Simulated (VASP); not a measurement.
Set up this calculation in VASP 6.6.1, as the native input.

* Task: single point
* Functional: LDA
* Potentials or basis: VASP PAW LDA potentials, release 64 (Cu_sv_GW)
* Cutoff: 820 eV
* k mesh: 22 × 22 × 22
* Occupations: gaussian, width 0.15 eV
* Spin: no spin polarisation
* Dipole correction: no
* Further INCAR settings: ALGO = Normal; EDIFF = 1e-06; NBANDS = 16

The structure of Cu lies in POSCAR:

```
Cu
1.0
   -1.4452500000      1.4452500000      1.2908000000
    1.4452500000     -1.4452500000      1.2908000000
    1.4452500000      1.4452500000     -1.2908000000
Cu
1
Direct
    0.0000000000      0.0000000000      0.0000000000
```

The input as run:

INCAR

```
SYSTEM = Cu
ALGO = Normal
EDIFF = 1E-6
ENCUT = 820
GGA_COMPAT = .False.
ISIF = 2
ISMEAR = 0
LASPH = .True.
LCHARG = .False.
LREAL = .False.
LWAVE = .False.
NBANDS = 16
NELM = 120
PREC = Accurate
SIGMA = 0.15
```

KPOINTS

```
k-points
0
Gamma
  22 22 22
  0 0 0
```

Potentials or basis: VASP PAW LDA potentials, release 64 (Cu_sv_GW).

Launch:

```bash
$ cat potpaw_LDA.64/Cu_sv_GW/POTCAR > POTCAR
$ mpirun -np 1 vasp_std > vasp.out
```

Results of the run:

```
Pressure               : 2.1 GPa
Band gap on the k mesh : zero (an odd number of electrons rules out a gap without spin polarisation)
```

It took 75 s on 1 thread of Intel(R) Xeon(R) 6975P-C (Granite Rapids), on a shared host, peak memory 0.43 GiB.
